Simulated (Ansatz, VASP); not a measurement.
Two plane-wave programs on SiC

INCAR

```
PREC = Accurate
ENCUT = 600
EDIFF = 1E-6
ISMEAR = 0
SIGMA = 0.01
LREAL = F
LASPH = T
NELM = 100
ALGO = Normal
ISIF = 3
LWAVE = F
LCHARG = F
IBRION = 2
NSW = 80
EDIFFG = -0.002
```

KPOINTS

```
regular mesh
0
Gamma
  8 8 4
```

File POSCAR:

```
SiC
1.0
    3.0800000000      0.0000000000      0.0000000000
   -1.5400000000      2.6673582437      0.0000000000
    0.0000000000      0.0000000000      7.5600000000
Si C
3 3
Direct
    0.0000000000      0.0000000000      0.0000000000
    0.3333333333      0.6666666667      0.3333333333
    0.6666666667      0.3333333333      0.6666666667
    0.0000000000      0.0000000000      0.2500000000
    0.3333333333      0.6666666667      0.5833333333
    0.6666666667      0.3333333333      0.9166666667
```

Input for Ansatz:

```yaml
crystal:
  lattice:
    - [3.08, 0.0, 0.0]
    - [-1.54, 2.6673582437, 0.0]
    - [0.0, 0.0, 7.56]
  atoms:
    - { symbol: Si, position: [0.0, 0.0, 0.0] }
    - { symbol: C, position: [0.0, 0.0, 0.25] }
    - { symbol: Si, position: [0.3333333333, 0.6666666667, 0.3333333333] }
    - { symbol: C, position: [0.3333333333, 0.6666666667, 0.5833333333] }
    - { symbol: Si, position: [0.6666666667, 0.3333333333, 0.6666666667] }
    - { symbol: C, position: [0.6666666667, 0.3333333333, 0.9166666667] }
scf:
  occupations: { method: fixed }
output:
  forces: true
  stress: true
  eigenvalues: true
  write_density: true
  write_potential: true
  elf: true
  volumetric_format: npy
hamiltonian:
  xc: lda
kpoints:
  mp_grid: { grid: [8, 8, 4] }
basis:
  ecutwfc: 500
relax:
  f_tol: 0.002
  max_steps: 60
  cell: { stress_tol: 0.02 }
```

Alike in both runs: task relaxation of cell and atoms; functional LDA; k mesh 8 × 8 × 4; no spin polarisation.

```csv
,VASP,Ansatz
version,VASP 6.6.1,Ansatz 0.2.0
potentials or method,"VASP PAW LDA potentials, release 64 (Si, C), cutoff 600 eV","scalar-relativistic, plane waves, PAW"
occupations,"gaussian, width 0.01 eV",fixed
valence electrons in the cell,24,24
```

VASP gave:

- gap on the k mesh at the Fermi level, each at its own relaxed structure (eV): 1.29
- relaxed volume (Å³/atom): 10.15
- relaxed cell length with the largest relative difference (Å): 7.500

Estimate Ansatz's values.

gap on the k mesh at the Fermi level, each at its own relaxed structure (eV): 1.30; relaxed volume (Å³/atom): 10.14; relaxed cell length with the largest relative difference (Å): 7.498.

LDA's correlation is that of Perdew and Zunger in VASP and of Perdew and Wang (1992) in Ansatz.
